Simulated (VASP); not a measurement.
In: single point with r2SCAN

The system is In.

```xyz
1
Lattice="-1.6469 1.6469 2.5063 1.6469 -1.6469 2.5063 1.6469 1.6469 -2.5063" Properties=species:S:1:pos:R:3 pbc="T T T"
In    0.0000    0.0000    0.0000
```

- Program: VASP 6.6.1
- Task: single point
- Functional: r2SCAN
- Potentials or basis: VASP PAW PBE potentials, release 64 (In_d)
- Cutoff: 520 eV
- k mesh: 11 × 11 × 11
- Occupations: fermi-dirac, width 0.05 eV
- Spin: no spin polarisation

```yaml
Pressure: -1.3 GPa
```

Stress tensor (GPa, compression positive):
```
-1.18  0.00  0.00
 0.00 -1.18  0.00
 0.00  0.00 -1.45
```

Levels at points of the mesh, in eV from the Fermi level:
```tsv
k point	band 2	band 3	band 4	band 5	band 6	band 7	band 8	band 9	band 10	band 11
(0.00, 0.00, 0.00)	-15.19	-15.19	-15.11	-15.01	-9.79	10.76	10.76	10.96	12.08	14.12
```

It took 2.6 min on 1 thread of Intel(R) Xeon(R) Platinum 8259CL CPU @ 2.50GHz (Skylake/Cascade Lake), with other jobs on the host, peak memory 0.19 GiB.

Caveat: the PAW data sets were made with another functional, which shifts forces and pressure a little; spin-orbit coupling is left out, which moves the levels of the heavy elements.
